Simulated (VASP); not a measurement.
Set up this calculation in VASP 6.6.1, as the native input.

```yaml
Task: density of states
Functional: PBE
Potentials_or_basis: VASP PAW PBE potentials, release 64 (Ba_sv, Te)
Cutoff: 400 eV
k_mesh: 6 × 6 × 6
Occupations: gaussian, width 0.02 eV
Spin: no spin polarisation
Dipole_correction: no
k_mesh_for_the_DOS: 9 × 9 × 9
Occupations_for_the_DOS: tetrahedron
Further_INCAR_settings: ALGO = Normal; EDIFF = 1e-06; NBANDS = 15
```

The system is BaTe.

```
Ba Te
1.0
     4.80790    0.00000    0.00000
    -2.40395    4.16376    0.00000
     0.00000    0.00000    4.40996
Ba Te
1 1
Direct
  0.33333 0.66667 0.00000
  0.66667 0.33333 0.50000
```

These files were run (other wordings do the same):

POSCAR

```
BaTe
1.0
    4.8078987603      0.0000000000      0.0000000000
   -2.4039493801      4.1637624653      0.0000000000
    0.0000000000      0.0000000000      4.4099628075
Ba Te
1 1
Direct
    0.3333333333      0.6666666667      0.0000000000
    0.6666666667      0.3333333333      0.5000000000
```

INCAR.step1

```
PREC = Accurate ; ENCUT = 400
EDIFF = 1E-6 ; ISMEAR = 0
SIGMA = 0.02 ; LREAL = F
LASPH = T ; NELM = 120
ALGO = Normal ; ISIF = 2
LWAVE = F ; LCHARG = T
GGA = PE ; NBANDS = 15
GGA_COMPAT = F ; NEDOS = 2001
LORBIT = 11
```

KPOINTS.step1

```
Automatic mesh
0
Gamma
  6 6 6
```

INCAR.step2

```
PREC = Accurate ; ENCUT = 400
EDIFF = 1E-6 ; ISMEAR = -5
SIGMA = 0.02 ; LREAL = F
LASPH = T ; NELM = 120
ALGO = Normal ; ISIF = 2
LWAVE = F ; LCHARG = F
GGA = PE ; LORBIT = 11
NBANDS = 15 ; NEDOS = 1001
ICHARG = 11 ; GGA_COMPAT = F
```

KPOINTS.step2

```
Automatic mesh
0
Gamma
  9 9 9
```

Potentials or basis: VASP PAW PBE potentials, release 64 (Ba_sv, Te).

Launch:

```bash
$ cat potpaw_PBE.64/Ba_sv/POTCAR potpaw_PBE.64/Te/POTCAR > POTCAR
$ cp INCAR.step1 INCAR
$ cp KPOINTS.step1 KPOINTS
$ mpirun -np 1 vasp_std > vasp.out
$ cp INCAR.step2 INCAR
$ cp KPOINTS.step2 KPOINTS
$ mpirun -np 1 vasp_std > vasp.out
```

It gave:

| Property | Result |
| --- | --- |
| Valence electrons inside the program's atomic spheres | Ba 7.88; Te 3.46 |

Caveat: spin-orbit coupling is left out, which moves the levels of the heavy elements.

Run time: 26 s on 1 thread of AMD EPYC 9R45 96-Core Processor (Zen 5), on a shared host, peak memory 0.17 GiB.
